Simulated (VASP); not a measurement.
## Ir: single point with RPBE

Crystal: Ir.

```
Ir
1.0
     4.27650    0.00000    0.00000
    -2.13825    3.70356    0.00000
     0.00000    0.00000    2.64246
Ir
3
Direct
  0.00000 0.00000 0.00000
  0.33333 0.66667 0.50000
  0.66667 0.33333 0.50000
```

This isn't the form of Ir at room conditions, which is fcc.

```json
{
  "Program": "VASP 6.6.1",
  "Task": "single point",
  "Functional": "RPBE",
  "Potentials or basis": "VASP PAW PBE potentials, release 64 (Ir)",
  "Cutoff": "520 eV",
  "k mesh": "11 × 11 × 15",
  "Occupations": "fermi-dirac, width 0.1 eV",
  "Spin": "no spin polarisation",
  "Dipole correction": "no",
  "Further INCAR settings": "ALGO = Normal; EDIFF = 1e-07; NBANDS = 20"
}
```

```json
{
 "Pressure": "32.1 GPa",
 "Band gap on the k mesh": "zero (an odd number of electrons rules out a gap without spin polarisation)"
}
```

Stress tensor (GPa, compression positive):
```
33.39  0.00  0.00
 0.00 33.39  0.00
 0.00  0.00 29.38
```

Levels at points of the mesh, in eV from the Fermi level:
```tsv
k point	band 11	band 12	band 13	band 14	band 15	band 16	band 17	band 18
(0.00, 0.00, 0.00)	-2.22	-2.22	-2.17	-2.17	1.28	1.28	6.48	7.82
```

Wall time 67 s on 1 thread of Intel(R) Xeon(R) Platinum 8259CL CPU @ 2.50GHz (Skylake/Cascade Lake) (shared host), peak memory 0.21 GiB.

Caveat: the cell stands under pressure; the PAW data sets were made with another functional, which shifts forces and pressure a little; spin-orbit coupling is left out, which moves the levels of the heavy elements.
